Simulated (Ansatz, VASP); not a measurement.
Two plane-wave programs on Mo

File INCAR:

```
SYSTEM = Mo
PREC = Accurate
ENCUT = 520
EDIFF = 1E-6
ISMEAR = 0
SIGMA = 0.15
LREAL = .False.
LASPH = .True.
NELM = 60
ALGO = Fast
ISIF = 2
LWAVE = .False.
LCHARG = .False.
NBANDS = 13
```

File KPOINTS:

```
Automatic mesh
0
Gamma
  20 20 20
  0 0 0
```

File POSCAR:

```
Mo
1.0
   -1.3145528974      1.6256896779      1.7268091316
    1.3145528974     -1.6256896779      1.7268091316
    1.3145528974      1.6256896779     -1.7268091316
Mo
1
Direct
    0.0000000000      0.0000000000      0.0000000000
```

Input for Ansatz:

```yaml
crystal:
  lattice:
    - [-1.3145528974, 1.6256896779, 1.7268091316]
    - [1.3145528974, -1.6256896779, 1.7268091316]
    - [1.3145528974, 1.6256896779, -1.7268091316]
  atoms:
    - { symbol: Mo, position: [0.0, 0.0, 0.0] }
basis:
  ecutwfc: 420
kpoints:
  mp_grid: { grid: [20, 20, 20] }
hamiltonian:
  xc: lda
  pseudopotentials: { kind: paw, azcp: { folder: soft_1 } }
scf:
  occupations: { method: gaussian, width: 0.15 }
output:
  forces: true
  stress: true
  eigenvalues: true
```

Change from the starting cell: strain +e along x and -e along y -0.1000, strain +e along z and -e/2 along x and y +0.1100.

Alike in both runs: task single point; functional LDA; k mesh 20 × 20 × 20; occupations gaussian, width 0.15 eV; no spin polarisation.

|  | VASP | Ansatz |
| --- | --- | --- |
| version | VASP 6.6.1 | Ansatz 0.2.0 |
| potentials or method | VASP PAW LDA potentials, release 64 (Mo_sv), cutoff 520 eV | scalar-relativistic, plane waves, PAW |
| valence electrons in the cell | 14 | 14 |

Ansatz gave:

```
gap on the k mesh at the Fermi level (eV)                     : none
pressure (GPa)                                                : 12.9
traceless stress, the component that is largest in VASP (GPa) : 21.70
```

**Question.** What did VASP give for the same quantities?

**Answer.** gap on the k mesh at the Fermi level (eV): none; pressure (GPa): 14.2; traceless stress, the component that is largest in VASP (GPa): 21.89.

Ansatz warns that its potentials were made for another functional, while VASP's fit it. LDA's correlation is that of Perdew and Zunger in VASP and of Perdew and Wang (1992) in Ansatz. A gap of «none» marks a metal or a gap that the smearing closes.
